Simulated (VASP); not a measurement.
# Ge (Fd-3m) in VASP: a series of runs

Ge is run at these levels: PBEsol; tasks: single point, relaxation of cell and atoms.

All numbers are computed with VASP 6.6.1; they aren't measurements. Logs are shortened: lines on timing, memory, paths and dates and some standing lists are left out, and cuts for length are marked.

**Experimental background.**

“Electronic and optical properties of SixGe1-x-ySny alloys lattice-matched to Ge”, 2021, arxiv:2109.02782 reports, for a bulk crystal of Ge at 293 K: band gap 0.666 eV (indirect).

The runs below are set against these values where they give the same quantity.

**1. The cell of the first run**

It takes space group Fd-3m (No. 227, cubic). The conventional cell has a = 5.787 Å, b = 5.787 Å, c = 5.787 Å, α = 90.00°, β = 90.00°, γ = 90.00°. Within 3.3 Å of Ge (site symmetry -43m) lie 4 Ge at 2.51 Å.

**2. Single point, PBEsol (24.23 Å³/atom)**

INCAR reads:

```
ALGO = Normal
EDIFF = 1E-6
ENCUT = 520
GGA = PS
ISIF = 2
ISMEAR = 0
LASPH = True
LCHARG = True
LELF = True
LREAL = False
LVHAR = True
LWAVE = False
NBANDS = 21
NELM = 60
PREC = Accurate
SIGMA = 0.1
```

KPOINTS reads:

```
k-points
0
Gamma
  14 14 14
```

POSCAR reads:

```
Ge
1.0
    0.0000000000      2.8935412435      2.8935412435
    2.8935412435      0.0000000000      2.8935412435
    2.8935412435      2.8935412435      0.0000000000
Ge
2
Direct
    0.0000000000      0.0000000000      0.0000000000
    0.2500000000      0.2500000000      0.2500000000
```

Potentials or basis: VASP PAW PBE potentials, release 64 (Ge_d).

Command:

```bash
$ cat potpaw_PBE.64/Ge_d/POTCAR > POTCAR
$ mpirun -np 1 vasp_std > vasp.out
```

OUTCAR:

```text
EDIFF = 1E-6
   ENCUT = 520
   GGA = PS
   ISIF = 2
   ISMEAR = 0
   LASPH = True
   LREAL = False
   NELM = 60
   PREC = Accurate

 ion  position               nearest neighbor table
   1  0.000  0.000  0.000-   2 2.51   2 2.51   2 2.51   2 2.51
   2  0.250  0.250  0.250-   1 2.51   1 2.51   1 2.51   1 2.51

  LATTYP: Found a face centered cubic cell.
 ALAT       =     5.7870824870

  Lattice vectors:

 A1 = (   0.0000000000,   2.8935412435,   2.8935412435)
 A2 = (   2.8935412435,   0.0000000000,   2.8935412435)
 A3 = (   2.8935412435,   2.8935412435,   0.0000000000)

Analysis of symmetry for initial positions (statically):
=====================================================================
 Subroutine PRICEL returns:
 Original cell was already a primitive cell.

 Routine SETGRP: Setting up the symmetry group for a
 face centered cubic supercell.

 Subroutine GETGRP returns: Found 48 space group operations
 (whereof 24 operations were pure point group operations)
 out of a pool of 48 trial point group operations.

The static configuration has the point symmetry T_d .
 The point group associated with its full space group is O_h .

Analysis of symmetry for dynamics (positions and initial velocities):
=====================================================================
 Subroutine PRICEL returns:
 Original cell was already a primitive cell.

 Routine SETGRP: Setting up the symmetry group for a
 face centered cubic supercell.

 Subroutine GETGRP returns: Found 48 space group operations
 (whereof 24 operations were pure point group operations)
 out of a pool of 48 trial point group operations.

The dynamic configuration has the point symmetry T_d .
 The point group associated with its full space group is O_h .

 Subroutine INISYM returns: Found 48 space group operations
 (whereof 24 operations are pure point group operations),
 and found     1 'primitive' translations

----------------------------------------------------------------------------------------

                                     Primitive cell

  volume of cell :      48.4528

  direct lattice vectors                    reciprocal lattice vectors
     0.000000000  2.893541244  2.893541244    -0.172798643  0.172798643  0.172798643
     2.893541244  0.000000000  2.893541244     0.172798643 -0.172798643  0.172798643
     2.893541244  2.893541244  0.000000000     0.172798643  0.172798643 -0.172798643

  length of vectors
     4.092085270  4.092085270  4.092085270     0.299296029  0.299296029  0.299296029

  position of ions in fractional coordinates (direct lattice)
     0.000000000  0.000000000  0.000000000
     0.250000000  0.250000000  0.250000000

  ion indices of the primitive-cell ions
   primitive index   ion index
                 1           1
                 2           2

----------------------------------------------------------------------------------------

 KPOINTS: k-points

Automatic generation of k-mesh.
 Grid dimensions read from file:
 generate k-points for:   14   14   14

 Generating k-lattice:

  Cartesian coordinates                     Fractional coordinates (reciprocal lattice)
    -0.012342760  0.012342760  0.012342760     0.071428571  0.000000000  0.000000000
     0.012342760 -0.012342760  0.012342760     0.000000000  0.071428571  0.000000000
     0.012342760  0.012342760 -0.012342760     0.000000000  0.000000000  0.071428571

  Length of vectors
     0.021378288  0.021378288  0.021378288

  Shift w.r.t. Gamma in fractional coordinates (k-lattice)
     0.000000000  0.000000000  0.000000000

 Subroutine IBZKPT returns following result:
 ===========================================

 Found    104 irreducible k-points:

 Following reciprocal coordinates:
            Coordinates               Weight
  0.000000  0.000000  0.000000      1.000000
  0.071429  0.000000  0.000000      8.000000
  0.142857  0.000000  0.000000      8.000000
  0.214286  0.000000  0.000000      8.000000
  0.285714  0.000000  0.000000      8.000000
  0.357143  0.000000  0.000000      8.000000
[... 16 lines left out ...]
  0.214286  0.142857  0.000000     24.000000
  0.285714  0.142857  0.000000     24.000000
 [... further k-points ...]
   k-points           NKPTS =    104   k-points in BZ     NKDIM =    104   number of bands    NBANDS=     21
   number of dos      NEDOS =    301   number of ions     NIONS =      2
   total plane-waves  NPLWV =  27000
   dimension x,y,z NGX =    30 NGY =   30 NGZ =   30
   dimension x,y,z NGXF=    60 NGYF=   60 NGZF=   60
   ions per type =               2
   NGX,Y,Z   is equivalent  to a cutoff of  12.19, 12.19, 12.19 a.u.
   NGXF,Y,Z  is equivalent  to a cutoff of  24.38, 24.38, 24.38 a.u.
 SYSTEM =  unknown system
   PREC   = accura    normal or accurate (medium, high low for compatibility)
   ISTART =      0    job   : 0-new  1-cont  2-samecut
   ICHARG =      2    charge: 1-file 2-atom 10-const
   ISPIN  =      1    spin polarized calculation?
   LNONCOLLINEAR =      F non collinear calculations
   LSORBIT =      F    spin-orbit coupling
   LASPH  =      T    aspherical Exc in radial PAW
   ENCUT  =  520.0 eV  38.22 Ry    6.18 a.u.   7.61  7.61  7.61*2*pi/ulx,y,z
   NELM   =     60;   NELMIN=  2; NELMDL= -5     # of ELM steps
   EDIFF  = 0.1E-05   stopping-criterion for ELM
   LREAL  =      F    real-space projection
   EDIFFG = 0.1E-04   stopping-criterion for IOM
   NSW    =      0    number of steps for IOM
   IBRION =     -1    ionic relax: 0-MD 1-quasi-New 2-CG
   NFREE  =      0    steps in history (QN), initial steepest desc. (CG)
   ISIF   =      2    stress and relaxation
   ISYM   =      2    0-nonsym 1-usesym 2-fastsym
   POTIM  = 0.5000    time-step for ionic-motion
   TEBEG  =    0.0;   TEEND  =   0.0 temperature during run
   PSTRESS=    0.0 pullay stress
   NELECT =      28.0000    total number of electrons
   NUPDOWN=      -1.0000    fix difference up-down
   EMIN   =  10.00;   EMAX   =-10.00  energy-range for DOS
   EFERMI =   0.00;   METHOD = LEGACY
   ISMEAR =     0;   SIGMA  =   0.10  broadening in eV -4-tet -1-fermi 0-gaus
   EFERMI_NEDOS =   21; number of points for ismear=-14 and -15
   IALGO  =     38    algorithm
   IMIX   =      4    mixing-type and parameters
     AMIX     =   0.40;   BMIX     =  1.00
     AMIX_MAG =   1.60;   BMIX_MAG =  1.00
  volume/ion in A,a.u.               =      24.23       163.49
  Fermi-wavevector in a.u.,A,eV,Ry     =   1.363603  2.576835 25.298838  1.859412
  Thomas-Fermi vector in A             =   2.489991
   LORBIT       =      0    0 simple, 1 ext, 2 COOP (PROOUT), +10 PAW based schemes
   GGA     = PS    functional components
   LHFCALC =     F    Hartree Fock is set to
   AEXX    =    0.0000 exact exchange contribution
   IVDW    =     0    specifies the selected vdW correction
   LEPSILON=     F    determine dielectric tensor
   LRPA    =     F    only Hartree local field effects (RPA)
 non-spin polarized calculation
 Gauss-broadening in eV      SIGMA  =   0.10
  energy-cutoff  :      520.00
  volume of cell :       48.45
 maximum number of plane-waves:      1323
   NGX = 15   NGY = 15   NGZ = 15

 number of electron      27.9999971 magnetization

 Free energy of the ion-electron system (eV)
  ---------------------------------------------------
  ext. energy  EPLUGINS =         0.00000000
  ---------------------------------------------------
  free energy    TOTEN  =        -9.84328530 eV

  energy without entropy =       -9.84260206  energy(sigma->0) =       -9.84294368

 E-fermi :   4.1771     XC(G=0):  -9.8122

 val. band max:        4.1502313023   @ k =   0.5000   0.0000   0.0000
 cond. band min:       4.1919198266   @ k =   0.4286   0.0000   0.0000
 fundamental gap:      0.0416885244
 Fermi energy:         4.1771317601

 k-point     1 :       0.0000    0.0000    0.0000
  band No.  band energies     occupation
      1     -20.4543      2.00000
      2     -20.4543      2.00000
      3     -20.4543      2.00000
      4     -20.4227      2.00000
      5     -20.4227      2.00000
      6     -20.2448      2.00000
[... 13 lines left out ...]
     20      13.5216      0.00000
     21      13.5216      0.00000

 k-point     2 :       0.0714    0.0000    0.0000
  band No.  band energies     occupation
      1     -20.4570      2.00000
      2     -20.4570      2.00000
      3     -20.4536      2.00000
      4     -20.4192      2.00000
      5     -20.4192      2.00000
      6     -20.2502      2.00000
[... 13 lines left out ...]
     20      13.0725      0.00000
     21      13.0725      0.00000

 k-point     3 :       0.1429    0.0000    0.0000
  band No.  band energies     occupation
      1     -20.4624      2.00000
      2     -20.4624      2.00000
      3     -20.4515      2.00000
      4     -20.4113      2.00000
      5     -20.4113      2.00000
      6     -20.2580      2.00000
[... 13 lines left out ...]
     20      12.5443      0.00000
     21      12.5443      0.00000

 k-point     4 :       0.2143    0.0000    0.0000
  band No.  band energies     occupation
      1     -20.4675      2.00000
      2     -20.4675      2.00000
      3     -20.4485      2.00000
      4     -20.4029      2.00000
      5     -20.4029      2.00000
      6     -20.2652      2.00000
[... 13 lines left out ...]
     20      12.3373      0.00000
     21      12.3373      0.00000

 k-point     5 :       0.2857    0.0000    0.0000
  band No.  band energies     occupation
      1     -20.4713      2.00000
      2     -20.4713      2.00000
      3     -20.4451      2.00000
      4     -20.3957      2.00000
      5     -20.3957      2.00000
      6     -20.2707      2.00000
[... 13 lines left out ...]
     20      12.5736      0.00000
     21      12.5736      0.00000
[... 382 lines left out ...]
     20      12.3818      0.00000
     21      12.9044      0.00000

 k-point    22 :       0.1429    0.1429    0.0000
  band No.  band energies     occupation
      1     -20.4606      2.00000
      2     -20.4606      2.00000
      3     -20.4606      2.00000
      4     -20.4131      2.00000
      5     -20.3986      2.00000
      6     -20.2801      2.00000
[... 13 lines left out ...]
     20      11.7665      0.00000
     21      13.8556      0.00000

 k-point    23 :       0.2143    0.1429    0.0000
  band No.  band energies     occupation
      1     -20.4680      2.00000
      2     -20.4643      2.00000
      3     -20.4559      2.00000
      4     -20.4068      2.00000
      5     -20.3886      2.00000
      6     -20.2910      2.00000
[... 13 lines left out ...]
     20      12.5118      0.00000
     21      13.7765      0.00000

 k-point    24 :       0.2857    0.1429    0.0000
  band No.  band energies     occupation
      1     -20.4750      2.00000
      2     -20.4684      2.00000
      3     -20.4490      2.00000
      4     -20.3991      2.00000
      5     -20.3797      2.00000
      6     -20.2994      2.00000
[... 13 lines left out ...]
     20      13.1451      0.00000
     21      13.8014      0.00000

 [... further k-points ...]

------------------------ aborting loop because EDIFF is reached ----------------------------------------

  FORCE on cell =-STRESS in cart. coord.  units (eV):
  Direction    XX          YY          ZZ          XY          YZ          ZX
  --------------------------------------------------------------------------------------
  -------------------------------------------------------------------------------------
  Total       -1.1486251     -1.1486251     -1.1486251      0.0000000      0.0000000      0.0000000
  in kB      -37.9813041    -37.9813041    -37.9813041      0.0000000      0.0000000      0.0000000
  external PRESSURE =     -37.9813041 kB  Pullay stress =       0.0000000 kB

 VOLUME and BASIS-vectors are now :
 -----------------------------------------------------------------------------
  energy-cutoff  :      520.00
  volume of cell :       48.45
      direct lattice vectors                 reciprocal lattice vectors
     0.000000000  2.893541244  2.893541244    -0.172798643  0.172798643  0.172798643
     2.893541244  0.000000000  2.893541244     0.172798643 -0.172798643  0.172798643
     2.893541244  2.893541244  0.000000000     0.172798643  0.172798643 -0.172798643

 POSITION                                       TOTAL-FORCE (eV/Angst)
 -----------------------------------------------------------------------------------
      0.00000      0.00000      0.00000        -0.000000     -0.000000     -0.000000
      1.44677      1.44677      1.44677         0.000000      0.000000      0.000000
 -----------------------------------------------------------------------------------
    total drift:                                0.000000     -0.000000      0.000000

  FREE ENERGIE OF THE ION-ELECTRON SYSTEM (eV)
  ---------------------------------------------------
  free  energy   TOTEN  =        -9.8432852999 eV

  energy  without entropy=       -9.8426020600  energy(sigma->0) =       -9.84294368
```

Wall time 1.9 min (1 thread of Intel Xeon 8259CL, shared host); peak memory 0.22 GiB.

What came out:

| Item | Value |
| --- | --- |
| Free energy | -9.8433 eV |
| Pressure | -3.8 GPa |
| Band gap on the k mesh | zero (bands 14 and 15 overlap by 0.07 eV) |

Caveat: the cell stands under tension; semilocal functionals underestimate gaps, so a narrow gap can read as zero; the PAW data sets were made with another functional, which shifts forces and pressure a little.

**3. Single point, PBEsol (25.14 Å³/atom)**

This run uses another cell than the first one, of 25.14 Å³/atom.

INCAR reads:

```
SYSTEM = Ge
ALGO = Normal
EDIFF = 1E-6
ENCUT = 520
GGA = PS
ISIF = 2
ISMEAR = 0
LASPH = .True.
LCHARG = .False.
LREAL = .False.
LWAVE = .False.
NBANDS = 21
NELM = 80
PREC = Accurate
SIGMA = 0.1
```

KPOINTS reads:

```
k-points
0
Gamma
  14 14 14
  0 0 0
```

POSCAR reads:

```
Ge
1.0
    0.0000000000      2.9294895310      2.9294895310
    2.9294895310      0.0000000000      2.9294895310
    2.9294895310      2.9294895310      0.0000000000
Ge
2
Direct
    0.0000000000      0.0000000000      0.0000000000
    0.2500000000      0.2500000000      0.2500000000
```

Potentials or basis: VASP PAW PBE potentials, release 64 (Ge_d).

Command:

```bash
$ cat potpaw_PBE.64/Ge_d/POTCAR > POTCAR
$ mpirun -np 1 vasp_std > vasp.out
```

Run time: 97 s. Hardware: 1 thread of Intel Xeon 8259CL, shared host; peak memory 0.23 GiB.

Results (log left out):

```yaml
Free_energy: -9.7943 eV
Pressure: -5.5 GPa
Band_gap_on_the_k_mesh: zero (bands 14 and 15 overlap by 0.17 eV)
```

Levels at points of the mesh, in eV from the Fermi level:
```csv
k point,band 12,band 13,band 14,band 15,band 16,band 17
"(0.00, 0.00, 0.00)",-0.84,0.08,0.08,0.08,2.56,2.56
"(0.50, 0.00, 0.00)",-7.11,-1.18,-1.18,-0.09,3.72,3.72
"(0.50, 0.50, 0.00)",-8.46,-2.66,-2.66,0.86,0.86,8.72
```

Caveat: the cell stands under tension; semilocal functionals underestimate gaps, so a narrow gap can read as zero; the PAW data sets were made with another functional, which shifts forces and pressure a little.

**4. Single point, PBEsol**

This run uses another cell than the first one, of 22.86 Å³/atom.

INCAR reads:

```
ALGO = Normal
EDIFF = 1E-6
ENCUT = 520
GGA = PS
ISIF = 2
ISMEAR = 0
LASPH = T
LCHARG = F
LREAL = F
LWAVE = F
NBANDS = 21
NELM = 100
PREC = Accurate
SIGMA = 0.1
```

KPOINTS reads:

```
k-points
0
Gamma
  14 14 14
```

POSCAR reads:

```
Ge
1.0
    0.0000000000      2.8378823614      2.8378823614
    2.8378823614      0.0000000000      2.8378823614
    2.8378823614      2.8378823614      0.0000000000
Ge
2
Direct
    0.0000000000      0.0000000000      0.0000000000
    0.2500000000      0.2500000000      0.2500000000
```

Command:

```bash
$ cat potpaw_PBE.64/Ge_d/POTCAR > POTCAR
$ mpirun -np 1 vasp_std > vasp.out
```

It took 1.9 min on 1 thread of Intel Xeon 8259CL, shared host; peak memory 0.22 GiB.

It converged, with:

| Item | Value |
| --- | --- |
| Free energy | -9.8746 eV |
| Pressure | -0.4 GPa |
| Band gap on the k mesh | zero (filled and empty bands touch) |

Levels at points of the mesh, in eV from the Fermi level:
| k point | band 12 | band 13 | band 14 | band 15 | band 16 | band 17 |
| --- | --- | --- | --- | --- | --- | --- |
| (0.00, 0.00, 0.00) | -0.11 | -0.02 | -0.02 | -0.02 | 2.51 | 2.51 |
| (0.50, 0.00, 0.00) | -7.60 | -1.41 | -1.41 | 0.08 | 3.69 | 3.69 |
| (0.50, 0.50, 0.00) | -8.88 | -3.07 | -3.07 | 0.66 | 0.66 | 9.39 |

Caveat: semilocal functionals underestimate gaps, so a narrow gap can read as zero; the PAW data sets were made with another functional, which shifts forces and pressure a little.

**5. Relaxation of cell and atoms, PBEsol**

This run uses another cell than the first one, of 22.64 Å³/atom.

INCAR reads:

```
SYSTEM = Ge
PREC = Accurate
ENCUT = 600
EDIFF = 1E-7
ISMEAR = 0
SIGMA = 0.1
LREAL = .FALSE.
LASPH = .TRUE.
NELM = 80
ALGO = Normal
ISIF = 3
LWAVE = .FALSE.
LCHARG = .FALSE.
GGA = PS
IBRION = 2
NSW = 100
EDIFFG = -0.005
```

KPOINTS reads:

```
Automatic mesh
0
G
  14 14 14
  0 0 0
```

POSCAR reads:

```
Ge
1.0
    0.0000000000      2.8289100000      2.8289100000
    2.8289100000      0.0000000000      2.8289100000
    2.8289100000      2.8289100000      0.0000000000
Ge
2
Direct
    0.0000000000      0.0000000000      0.0000000000
    0.2500000000      0.2500000000      0.2500000000
```

Command:

```bash
$ cat potpaw_PBE.64/Ge_d/POTCAR > POTCAR
$ mpirun -np 1 vasp_std > vasp.out
```

It took 4.5 min on 1 thread of Intel Xeon 8259CL, shared host; peak memory 0.24 GiB.

Results (log left out):

```yaml
Free_energy: -9.8747 eV
Relaxed_volume: 22.83 Å³/atom
Relaxed_cell: a = 4.012 Å, b = 4.012 Å, c = 4.012 Å, α = 60.00°, β = 60.00°, γ = 60.00°
Space_group_after_relaxing_to_0.1_Å: Fd-3m (No. 227)
Energy_gained_by_relaxing: 0.4 meV/atom
Ionic_steps: 4
Pressure_after_relaxing: 0.0 GPa
Band_gap_on_the_k_mesh: zero (filled and empty bands touch)
```

The path:
| step | energy change (eV) | largest force (eV/Å) | pressure (GPa) | volume (Å³) |
| --- | --- | --- | --- | --- |
| 1 | 0.0000 | 0.0000 | 0.58 | 45.28 |
| 2 | -0.0007 | 0.0000 | -0.10 | 45.82 |
| 3 | -0.0007 | 0.0000 | -0.06 | 45.70 |
| 4 | -0.0008 | 0.0000 | 0.03 | 45.66 |

Final structure:
```yaml
crystal:
  lattice:
    - [0.00000, 2.83690, 2.83690]
    - [2.83690, 0.00000, 2.83690]
    - [2.83690, 2.83690, 0.00000]
  atoms:
    - { symbol: Ge, position: [0.00000, 0.00000, 0.00000] }
    - { symbol: Ge, position: [0.25000, 0.25000, 0.25000] }
```

Levels at points of the mesh, in eV from the Fermi level:
```csv
k point,band 10,band 11,band 12,band 13,band 14,band 15,band 16,band 17,band 18
"(0.00, 0.00, 0.00)",-24.51,-12.75,-0.10,-0.02,-0.02,-0.02,2.51,2.51,2.51
"(0.50, 0.00, 0.00)",-24.49,-10.67,-7.61,-1.41,-1.41,0.08,3.69,3.69,6.94
"(0.50, 0.50, 0.00)",-24.47,-8.89,-8.89,-3.08,-3.08,0.66,0.66,9.40,9.40
```

Caveat: semilocal functionals underestimate gaps, so a narrow gap can read as zero; the PAW data sets were made with another functional, which shifts forces and pressure a little. Zero-point motion and thermal expansion aren't in these numbers.

**6. Overview**

| task | cell | cutoff (eV) | gap on the mesh (eV) | pressure (GPa) |
| --- | --- | --- | --- | --- |
| single point | a = 4.092 Å, angles 60.0°, 2 atoms | 520 | none | -3.8 |
| single point | a = 4.143 Å, angles 60.0°, 2 atoms | 520 | none | -5.5 |
| single point | a = 4.013 Å, angles 60.0°, 2 atoms | 520 | none | -0.4 |
| relaxation of cell and atoms | relaxed from a = 4.001 Å, angles 60.0°, 2 atoms | 600 | none | 0.0 |

Alike in all rows: level PBEsol; potentials or basis VASP PAW PBE potentials, release 64 (Ge_d); no spin polarisation; k mesh 14 × 14 × 14; smearing gaussian 0.1 eV.

Caveats: semilocal functionals underestimate gaps, so a narrow gap can read as zero; the PAW data sets were made with another functional, which shifts forces and pressure a little; the cell stands under tension (at least some runs).

Absolute energies hang on the potentials; compare differences alone.

**7. Comparison with measurements**

Step 4. A measured gap of Ge is 0.666 eV (indirect; 293 K; “Electronic and optical properties of SixGe1-x-ySny alloys lattice-matched to Ge”, 2021, arxiv:2109.02782); the calculated 0.00 eV misses it by -0.67 eV. 3 values of this kind are on record (0.666 to 0.807 eV); this one was drawn at random among those near their median. Spin-orbit coupling on Ge is left out. The value is that of PBEsol on a finite k mesh, which can miss the band edges, without temperature or zero-point motion. Semilocal functionals fall short of measured gaps as a rule.
